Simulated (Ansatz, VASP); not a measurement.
# One calculation of Zr2TiC3, two programs

INCAR

```
SYSTEM = Zr2TiC3
PREC = Accurate
ENCUT = 520
EDIFF = 1E-7
ISMEAR = 0
SIGMA = 0.2
LREAL = .False.
LASPH = .True.
NELM = 60
ALGO = Normal
ISIF = 2
LWAVE = .False.
LCHARG = .False.
GGA = PE
NBANDS = 60
```

File KPOINTS:

```
regular mesh
0
Gamma
  6 6 6
  0 0 0
```

Contents of POSCAR:

```
Zr2TiC3
1.0
   -3.2617298000      3.2617298000      0.0000000000
    3.2617298000      3.2617298000      0.0000000000
    1.6308649000     -1.6308649000     -6.8758146000
Zr Ti C
4 2 6
Direct
    0.1634630000      0.0000000000      0.3269260000
    0.6634630000      0.5000000000      0.3269260000
    0.8365370000      1.0000000000      0.6730740000
    0.3365370000      0.5000000000      0.6730740000
    0.5000000000      0.0000000000      1.0000000000
    1.0000000000      0.5000000000      1.0000000000
    0.3387600000      0.0000000000      0.6775200000
    0.8387600000      0.5000000000      0.6775200000
    0.6612400000      0.0000000000      0.3224800000
    0.1612400000      0.5000000000      0.3224800000
    0.0000000000      0.0000000000      0.0000000000
    0.5000000000      0.5000000000      1.0000000000
```

Input for Ansatz:

```yaml
crystal:
  lattice:
    - [-3.2617298, 3.2617298, 0.0]
    - [3.2617298, 3.2617298, 0.0]
    - [1.6308649, -1.6308649, -6.8758146]
  atoms:
    - { symbol: Zr, position: [0.163463, 0.0, 0.326926] }
    - { symbol: Zr, position: [0.663463, 0.5, 0.326926] }
    - { symbol: Zr, position: [0.836537, 1.0, 0.673074] }
    - { symbol: Zr, position: [0.336537, 0.5, 0.673074] }
    - { symbol: Ti, position: [0.5, 0.0, 1.0] }
    - { symbol: Ti, position: [1.0, 0.5, 1.0] }
    - { symbol: C, position: [0.33876, 0.0, 0.67752] }
    - { symbol: C, position: [0.83876, 0.5, 0.67752] }
    - { symbol: C, position: [0.66124, 0.0, 0.32248] }
    - { symbol: C, position: [0.16124, 0.5, 0.32248] }
    - { symbol: C, position: [0.0, 0.0, 0.0] }
    - { symbol: C, position: [0.5, 0.5, 1.0] }
basis:
  ecutwfc: 420
kpoints:
  mp_grid: { grid: [6, 6, 6] }
hamiltonian:
  xc: pbe
scf:
  occupations: { method: gaussian, width: 0.2 }
  lower_state_search: "off"
output:
  forces: true
  stress: true
  eigenvalues: true
```

Alike in both runs: task single point; functional PBE; k mesh 6 × 6 × 6; occupations gaussian, width 0.2 eV; no spin polarisation.

|  | VASP | Ansatz |
| --- | --- | --- |
| version | VASP 6.6.1 | Ansatz 0.2.0 |
| potentials or method | VASP PAW PBE potentials, release 64 (Zr_sv, Ti_sv, C), cutoff 520 eV | scalar-relativistic, plane waves, PAW |
| valence electrons in the cell | 96 | 96 |

|  | VASP | Ansatz | Ansatz less VASP |
| --- | --- | --- | --- |
| gap on the k mesh at the Fermi level (eV) | none | none | - |
| pressure (GPa) | 0.2 | 0.0 | -0.26 |
| traceless stress, the component that is largest in VASP (GPa) | 0.18 | 0.16 | -0.024 |
| rms of the force components (eV/Å) | 0.004 | 0.003 | -0.0013 |

Atom by atom the forces differ by 0.002 eV/Å (rms over components). A gap of «none» marks a metal or a gap that the smearing closes.
